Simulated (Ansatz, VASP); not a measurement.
**One calculation of HfIn4SiO6, two programs**

```
Hf In Si O
1.0
     5.69867    0.00381    0.01559
    -0.70506    6.10815   -0.00575
    -2.73718   -1.39557    6.63076
Hf In Si O
1 4 1 6
Cartesian
  0.2972 -0.0900 0.8831
  -0.4860 5.0863 4.8335
  2.9601 -0.6377 3.2997
  -0.4663 2.2403 3.5350
  2.4974 2.6606 1.3677
  2.2933 1.4988 5.6832
  0.7088 1.2617 5.2639
  3.2588 1.4387 4.3619
  5.4139 1.6003 0.0369
  2.4594 2.8936 6.5395
  -0.6297 -0.1526 2.6118
  2.1007 0.3624 1.4524
```

Change from the starting cell: the structure that the rattled cell fell into.

Alike in both runs: functional PBE; k mesh 6 × 6 × 4; occupations gaussian, width 0.02 eV; no spin polarisation.

Ansatz relaxed the structure, and its values are those at the end. VASP's run is a single point on that final structure, the one shown.

|  | VASP | Ansatz |
| --- | --- | --- |
| version | VASP 6.6.1 | Ansatz 0.2.0 |
| potentials or method | VASP PAW PBE potentials, release 64 (Hf_pv, In_d, Si, O), cutoff 520 eV | scalar-relativistic, plane waves, PAW |
| valence electrons in the cell | 102 | 118 |

```tsv
	VASP	Ansatz	Ansatz less VASP
gap on the k mesh at the Fermi level (eV)	0.85	0.86	+0.012
least direct gap on the mesh (eV)	1.16	1.17	+0.009
pressure (GPa)	-0.2	0.0	+0.23
rms of the force components (eV/Å)	0.051	0.002	-0.0487
```

VASP's potentials hold 102 valence electrons a cell and Ansatz's 118, so a difference there can come from the potentials and not from the codes.

Neither program's run includes spin-orbit coupling.
